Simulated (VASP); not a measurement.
Here is a VASP 6.6.1 calculation.

INCAR

```
SYSTEM = ScH3
PREC = Accurate
ENCUT = 520
EDIFF = 1E-7
ISMEAR = 0
SIGMA = 0.05
LREAL = .FALSE.
LASPH = .TRUE.
NELM = 80
ALGO = Normal
ISIF = 2
LWAVE = .FALSE.
LCHARG = .TRUE.
GGA = PS
LELF = .TRUE.
LVHAR = .TRUE.
NBANDS = 15
```

Contents of KPOINTS:

```
Automatic mesh
0
G
  10 10 10
  0 0 0
```

Contents of POSCAR:

```
ScH3
1.0
    0.0000000000      2.3540352156      2.3540352156
    2.3540352156      0.0000000000      2.3540352156
    2.3540352156      2.3540352156      0.0000000000
Sc H
1 3
Direct
    0.0000000000      0.0000000000      0.0000000000
    0.5000000000      0.5000000000      0.5000000000
    0.2500000000      0.2500000000      0.2500000000
    0.7500000000      0.7500000000      0.7500000000
```

Potentials or basis: VASP PAW PBE potentials, release 64 (Sc_sv, H).

Launch:

```console
$ cat potpaw_PBE.64/Sc_sv/POTCAR potpaw_PBE.64/H/POTCAR > POTCAR
$ mpirun -np 1 vasp_std > vasp.out
```

(1) Estimate the band gap on the k mesh.

(2) Estimate the pressure.

## Answers

(1) zero (band 7 reaches 5.86 eV, above the bottom of band 8 at 5.50 eV).

(2) 0.1 GPa.

Caveat: the PAW data sets were made with another functional, which shifts forces and pressure a little.
